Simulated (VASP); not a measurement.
Sr: single point with PBE

The system is Sr.

```
CELL_PARAMETERS angstrom
0.00000 3.01129 3.01129
3.01129 0.00000 3.01129
3.01129 3.01129 0.00000
ATOMIC_POSITIONS crystal
Sr 0.00000 0.00000 0.00000
```

* Program: VASP 6.6.1
* Task: single point
* Functional: PBE
* Potentials or basis: VASP PAW PBE potentials, release 64 (Sr_sv)
* Cutoff: 520 eV
* k mesh: 14 × 14 × 14
* Occupations: gaussian, width 0.1 eV
* Spin: no spin polarisation

```yaml
Pressure: 0.0 GPa
Band_gap_on_the_k_mesh: zero (band 5 reaches 1.65 eV, above the bottom of band 6 at 1.63 eV)
```

Levels at points of the mesh, in eV from the Fermi level:
```csv
k point,band 1,band 2,band 3,band 4,band 5,band 6,band 7,band 8,band 9,band 10
"(0.00, 0.00, 0.00)",-36.62,-18.51,-18.51,-18.51,-3.67,2.34,2.34,2.34,3.81,3.81
"(0.50, 0.00, 0.00)",-36.61,-18.71,-18.54,-18.54,-1.14,0.06,2.18,2.18,4.86,4.86
"(0.50, 0.50, 0.00)",-36.60,-18.70,-18.58,-18.58,-0.66,0.33,1.06,4.87,5.17,5.18
```

It took 30 s on 1 thread of Intel(R) Xeon(R) Platinum 8259CL CPU @ 2.50GHz (Skylake/Cascade Lake) (shared host), peak memory 0.21 GiB.
